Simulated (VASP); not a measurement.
# SnTe in VASP: relaxation of the atoms with PBEsol

Aim: the relaxation of the atoms of SnTe with PBEsol.

Everything below comes from runs of VASP 6.6.1. Logs are shortened: lines on timing, memory, paths and dates and some standing lists are left out, and cuts for length are marked.

### Step 1. The cell of the first run

The cell holds a slab with vacuum, 8 atoms: a = 4.446 Å, b = 4.446 Å, c = 27.706 Å, α = 90.00°, β = 90.00°, γ = 120.00°.

### Step 2. Relaxation of the atoms, PBEsol

File INCAR:

```
  PREC = Accurate
  ENCUT = 450
  EDIFF = 1E-7
  ISMEAR = 0
  SIGMA = 0.05
  LREAL = F
  LASPH = T
  NELM = 120
  ALGO = Normal
  ISIF = 2
  LWAVE = F
  LCHARG = F
  LDIPOL = T
  IDIPOL = 3
  DIPOL = 0.5 0.5 0.500
  GGA = PS
  IBRION = 2
  NSW = 80
  EDIFFG = -0.02
  GGA_COMPAT = F
  NELMIN = 4
  NELMDL = -8
  KPAR = 4
```

File KPOINTS:

```
Automatic mesh
0
Gamma
  9 9 1
```

File POSCAR:

```
SnTe
1.0
    4.4463218307      0.0000000000      0.0000000000
   -2.2231609154      3.8506276588      0.0000000000
    0.0000000000      0.0000000000     27.7064230038
Te Sn
4 4
Direct
    0.3333333333      0.6666666667      0.2706953546
    0.0000000000      0.0000000000      0.4017265805
    0.6666666667      0.3333333333      0.5327578065
    0.3333333333      0.6666666667      0.6637890324
    0.6666666667      0.3333333333      0.3362109676
    0.3333333333      0.6666666667      0.4672421935
    0.0000000000      0.0000000000      0.5982734195
    0.6666666667      0.3333333333      0.7293046454
```

Potentials or basis: VASP PAW PBE potentials, release 64 (Te, Sn_d).

Started as:

```console
> cat potpaw_PBE.64/Te/POTCAR potpaw_PBE.64/Sn_d/POTCAR > POTCAR
> mpirun -np 4 vasp_std > vasp.out
```

OUTCAR:

```text
PREC = Accurate
   ENCUT = 450
   EDIFF = 1E-7
   ISMEAR = 0
   LREAL = F
   LASPH = T
   NELM = 120
   ISIF = 2
   GGA = PS
   IBRION = 2
   NSW = 80
   EDIFFG = -0.02
   NELMIN = 4
   NELMDL = -8

 ion  position               nearest neighbor table
   1  0.333  0.667  0.271-   5 3.14   5 3.14   5 3.14
   2  0.000  0.000  0.402-   5 3.14   5 3.14   5 3.14   6 3.14   6 3.14   6 3.14
   3  0.667  0.333  0.533-   6 3.14   6 3.14   7 3.14   7 3.14   7 3.14   6 3.14
   4  0.333  0.667  0.664-   7 3.14   7 3.14   7 3.14   8 3.14   8 3.14   8 3.14
   5  0.667  0.333  0.336-   2 3.14   2 3.14   2 3.14   1 3.14   1 3.14   1 3.14
   6  0.333  0.667  0.467-   3 3.14   3 3.14   2 3.14   2 3.14   2 3.14   3 3.14
   7  0.000  0.000  0.598-   4 3.14   4 3.14   4 3.14   3 3.14   3 3.14   3 3.14
   8  0.667  0.333  0.729-   4 3.14   4 3.14   4 3.14

  LATTYP: Found a hexagonal cell.
 ALAT       =     4.4463218307
 C/A-ratio  =     6.2313129950

  Lattice vectors:

 A1 = (   4.4463218307,   0.0000000000,   0.0000000000)
 A2 = (  -2.2231609154,   3.8506276588,   0.0000000000)
 A3 = (   0.0000000000,   0.0000000000,  27.7064230038)

Analysis of symmetry for initial positions (statically):
=====================================================================
 Subroutine PRICEL returns:
 Original cell was already a primitive cell.

 Routine SETGRP: Setting up the symmetry group for a
 hexagonal supercell.

 Subroutine GETGRP returns: Found  6 space group operations
 (whereof  6 operations were pure point group operations)
 out of a pool of 24 trial point group operations.

The static configuration has the point symmetry C_3v.

Analysis of symmetry for dynamics (positions and initial velocities):
=====================================================================
 Subroutine PRICEL returns:
 Original cell was already a primitive cell.

 Routine SETGRP: Setting up the symmetry group for a
 hexagonal supercell.

 Subroutine GETGRP returns: Found  6 space group operations
 (whereof  6 operations were pure point group operations)
 out of a pool of 24 trial point group operations.

The dynamic configuration has the point symmetry C_3v.

 Subroutine INISYM returns: Found  6 space group operations
 (whereof  6 operations are pure point group operations),
 and found     1 'primitive' translations

----------------------------------------------------------------------------------------

                                     Primitive cell

  volume of cell :     474.3653

  direct lattice vectors                    reciprocal lattice vectors
     4.446321831  0.000000000  0.000000000     0.224904997  0.129848961  0.000000000
    -2.223160915  3.850627659  0.000000000     0.000000000  0.259697922  0.000000000
     0.000000000  0.000000000 27.706423004     0.000000000  0.000000000  0.036092714

  length of vectors
     4.446321831  4.446321831 27.706423004     0.259697922  0.259697922  0.036092714

  position of ions in fractional coordinates (direct lattice)
     0.333333333  0.666666667  0.270695355
     0.000000000  0.000000000  0.401726580
     0.666666667  0.333333333  0.532757807
     0.333333333  0.666666667  0.663789032
     0.666666667  0.333333333  0.336210968
     0.333333333  0.666666667  0.467242193
     0.000000000  0.000000000  0.598273420
     0.666666667  0.333333333  0.729304645

  ion indices of the primitive-cell ions
   primitive index   ion index
                 1           1
                 2           2
                 3           3
                 4           4
                 5           5
                 6           6
                 7           7
                 8           8

----------------------------------------------------------------------------------------

 KPOINTS: Automatic mesh

Automatic generation of k-mesh.
 Grid dimensions read from file:
 generate k-points for:    9    9    1

 Generating k-lattice:

  Cartesian coordinates                     Fractional coordinates (reciprocal lattice)
     0.024989444  0.014427662  0.000000000     0.111111111  0.000000000  0.000000000
     0.000000000  0.028855325  0.000000000     0.000000000  0.111111111  0.000000000
     0.000000000  0.000000000  0.036092714     0.000000000  0.000000000  1.000000000

  Length of vectors
     0.028855325  0.028855325  0.036092714

  Shift w.r.t. Gamma in fractional coordinates (k-lattice)
     0.000000000  0.000000000  0.000000000

 Subroutine IBZKPT returns following result:
 ===========================================

 Found     12 irreducible k-points:

 Following reciprocal coordinates:
            Coordinates               Weight
  0.000000  0.000000  0.000000      1.000000
  0.111111 -0.000000  0.000000      6.000000
  0.222222 -0.000000  0.000000      6.000000
  0.333333  0.000000  0.000000      6.000000
  0.444444 -0.000000  0.000000      6.000000
  0.111111  0.111111  0.000000      6.000000
  0.222222  0.111111  0.000000     12.000000
  0.333333  0.111111  0.000000     12.000000
  0.444444  0.111111  0.000000      6.000000
  0.222222  0.222222  0.000000      6.000000
  0.333333  0.222222  0.000000     12.000000
  0.333333  0.333333  0.000000      2.000000
   k-points           NKPTS =     12   k-points in BZ     NKDIM =     12   number of bands    NBANDS=     48
   number of dos      NEDOS =    301   number of ions     NIONS =      8
   total plane-waves  NPLWV = 196608
   dimension x,y,z NGX =    32 NGY =   32 NGZ =  192
   dimension x,y,z NGXF=    64 NGYF=   64 NGZF=  384
   ions per type =               4   4
   NGX,Y,Z   is equivalent  to a cutoff of  11.96, 11.96, 11.52 a.u.
   NGXF,Y,Z  is equivalent  to a cutoff of  23.93, 23.93, 23.04 a.u.
 SYSTEM =  unknown system
   PREC   = accura    normal or accurate (medium, high low for compatibility)
   ISTART =      0    job   : 0-new  1-cont  2-samecut
   ICHARG =      2    charge: 1-file 2-atom 10-const
   ISPIN  =      1    spin polarized calculation?
   LNONCOLLINEAR =      F non collinear calculations
   LSORBIT =      F    spin-orbit coupling
   LASPH  =      T    aspherical Exc in radial PAW
   ENCUT  =  450.0 eV  33.07 Ry    5.75 a.u.   7.69  7.69 47.92*2*pi/ulx,y,z
   NELM   =    120;   NELMIN=  4; NELMDL= -8     # of ELM steps
   EDIFF  = 0.1E-06   stopping-criterion for ELM
   LREAL  =      F    real-space projection
   EDIFFG = -.2E-01   stopping-criterion for IOM
   NSW    =     80    number of steps for IOM
   IBRION =      2    ionic relax: 0-MD 1-quasi-New 2-CG
   NFREE  =      1    steps in history (QN), initial steepest desc. (CG)
   ISIF   =      2    stress and relaxation
   ISYM   =      2    0-nonsym 1-usesym 2-fastsym
   POTIM  = 0.5000    time-step for ionic-motion
   TEBEG  =    0.0;   TEEND  =   0.0 temperature during run
   PSTRESS=    0.0 pullay stress
   NELECT =      80.0000    total number of electrons
   NUPDOWN=      -1.0000    fix difference up-down
   EMIN   =  10.00;   EMAX   =-10.00  energy-range for DOS
   EFERMI =   0.00;   METHOD = LEGACY
   ISMEAR =     0;   SIGMA  =   0.05  broadening in eV -4-tet -1-fermi 0-gaus
   EFERMI_NEDOS =   21; number of points for ismear=-14 and -15
   IALGO  =     38    algorithm
   IMIX   =      4    mixing-type and parameters
     AMIX     =   0.40;   BMIX     =  1.00
     AMIX_MAG =   1.60;   BMIX_MAG =  1.00
  volume/ion in A,a.u.               =      59.30       400.15
  Fermi-wavevector in a.u.,A,eV,Ry     =   0.904483  1.709226 11.130790  0.818090
  Thomas-Fermi vector in A             =   2.027936
   LORBIT       =      0    0 simple, 1 ext, 2 COOP (PROOUT), +10 PAW based schemes
   GGA     = PS    functional components
   LHFCALC =     F    Hartree Fock is set to
   AEXX    =    0.0000 exact exchange contribution
   IVDW    =     0    specifies the selected vdW correction
   LEPSILON=     F    determine dielectric tensor
   LRPA    =     F    only Hartree local field effects (RPA)
 conjugate gradient relaxation of ions
 non-spin polarized calculation
 Gauss-broadening in eV      SIGMA  =   0.05
  energy-cutoff  :      450.00
  volume of cell :      474.37
 maximum number of plane-waves:     10337
 NGX is ok and might be reduce to    32
   NGX = 15   NGY = 15   NGZ = 95

 dipolmoment           0.000000      0.000000      0.000006 electrons x Angstroem

--------------------------------------- Ionic step        1  -------------------------------------------

 number of electron      80.0000002 magnetization

 Free energy of the ion-electron system (eV)
  ---------------------------------------------------
  ext. energy  EPLUGINS =         0.00000000
  ---------------------------------------------------
  free energy    TOTEN  =       -31.70021107 eV

  energy without entropy =      -31.69314223  energy(sigma->0) =      -31.69667665

------------------------ aborting loop because EDIFF is reached ----------------------------------------

  FORCE on cell =-STRESS in cart. coord.  units (eV):
  Direction    XX          YY          ZZ          XY          YZ          ZX
  --------------------------------------------------------------------------------------
  -------------------------------------------------------------------------------------
  Total       -4.7992434     -4.7992434     -2.9283277      0.0000000      0.0000000      0.0000000
  in kB      -16.2095321    -16.2095321     -9.8904802      0.0000000      0.0000000      0.0000000
  external PRESSURE =     -14.1031814 kB  Pullay stress =       0.0000000 kB
[... 107 lines left out ...]
  FREE ENERGIE OF THE ION-ELECTRON SYSTEM (eV)
  ---------------------------------------------------
  free  energy   TOTEN  =       -32.2423746284 eV

  energy  without entropy=      -32.2370346968  energy(sigma->0) =      -32.23970466

[... ionic steps 4 to 10 ...]

--------------------------------------- Ionic step       11  -------------------------------------------

 number of electron      80.0000005 magnetization

------------------------ aborting loop because EDIFF is reached ----------------------------------------
[... 79 lines left out ...]
--------------------------------------- Ionic step       13  -------------------------------------------

 number of electron      79.9999991 magnetization

 dipolmoment           0.000000      0.000000     -0.149202 electrons x Angstroem

 Free energy of the ion-electron system (eV)
  ---------------------------------------------------
  ext. energy  EPLUGINS =         0.00000000
  ---------------------------------------------------
  free energy    TOTEN  =       -32.32134623 eV

  energy without entropy =      -32.31643026  energy(sigma->0) =      -32.31888824

 E-fermi :   1.4984     XC(G=0):  -5.6717

 val. band max:        1.4846286914   @ k =   0.4444  -0.0000   0.0000
 cond. band min:       1.5156776323   @ k =   0.1111  -0.0000   0.0000
 fundamental gap:      0.0310489409
 Fermi energy:         1.4983638976

 k-point     1 :       0.0000    0.0000    0.0000
  band No.  band energies     occupation
      1     -20.6195      2.00000
      2     -20.6195      2.00000
      3     -20.5833      2.00000
      4     -20.5833      2.00000
      5     -20.5717      2.00000
      6     -20.2984      2.00000
[... 601 lines left out ...]
     47       4.7675      0.00000
     48       5.1646      0.00000

------------------------ aborting loop because EDIFF is reached ----------------------------------------

 vacuum level on the upper side and lower side of the slab       (xc-potential included)        -0.962         0.588

  FORCE on cell =-STRESS in cart. coord.  units (eV):
  Direction    XX          YY          ZZ          XY          YZ          ZX
  --------------------------------------------------------------------------------------
  -------------------------------------------------------------------------------------
  Total       -2.9812087     -2.9812087     -0.0852989      0.0000000      0.0000000      0.0000000
  in kB      -10.0690868    -10.0690868     -0.2880985      0.0000000      0.0000000      0.0000000
  external PRESSURE =      -6.8087573 kB  Pullay stress =       0.0000000 kB
[... 23 lines left out ...]
  FREE ENERGIE OF THE ION-ELECTRON SYSTEM (eV)
  ---------------------------------------------------
  free  energy   TOTEN  =       -32.3213462256 eV

  energy  without entropy=      -32.3164302558  energy(sigma->0) =      -32.31888824

 reached required accuracy - stopping structural energy minimisation

 vacuum level on the upper side and lower side of the slab         4.851         6.434
```

Run time: 18 min. Hardware: 4 MPI ranks of AMD EPYC 7R13 (Zen 3), shared host; peak memory 0.61 GiB.

Results:

```
Free energy                  : -32.3213 eV
Energy gained by relaxing    : 77.6 meV/atom
Ionic steps                  : 13
Largest force after relaxing : 0.012 eV/Å
Band gap on the k mesh       : zero (bands 40 and 41 overlap by 0.10 eV)
```

Forces in eV/Å, atoms in the order of the input:
```
Te   0.000  0.000  0.011
Te   0.000  0.000  0.008
Te   0.000  0.000 -0.012
Te   0.000  0.000 -0.002
Sn   0.000  0.000 -0.003
Sn   0.000  0.000 -0.002
Sn   0.000  0.000 -0.008
Sn   0.000  0.000  0.008
```

The path:
```tsv
step	energy change (eV)	largest force (eV/Å)	pressure (GPa)
1	0.0000	1.6499	-1.41
2	-0.2995	0.9756	-1.21
3	-0.5422	0.4545	-0.53
4	-0.5936	0.3015	-0.40
5	-0.6056	0.1826	-0.29
6	-0.6085	0.0742	-0.36
7	-0.6089	0.0829	-0.39
8	-0.6099	0.0772	-0.41
9	-0.6125	0.0613	-0.45
10	-0.6163	0.0585	-0.53
11	-0.6187	0.1055	-0.69
12	-0.6199	0.0813	-0.68
13	-0.6211	0.0123	-0.68
```

Final structure:
```xyz
8
Lattice="4.4463 0.0000 0.0000 -2.2232 3.8506 0.0000 0.0000 0.0000 27.7064" Properties=species:S:1:pos:R:3 pbc="T T T"
Te    0.0000    2.5671    7.4865
Te    0.0000    0.0000   11.2098
Te    2.2232    1.2835   14.9529
Te    0.0000    2.5671   18.6869
Sn    2.2232    1.2835    8.9901
Sn    0.0000    2.5671   12.7555
Sn    0.0000    0.0000   16.4993
Sn    2.2232    1.2835   20.2448
```

Caveat: the PAW data sets were made with another functional, which shifts forces and pressure a little; spin-orbit coupling is left out, which moves the levels of the heavy elements.

The gap in the log of VASP goes by the Fermi energy; the results here count the filled bands.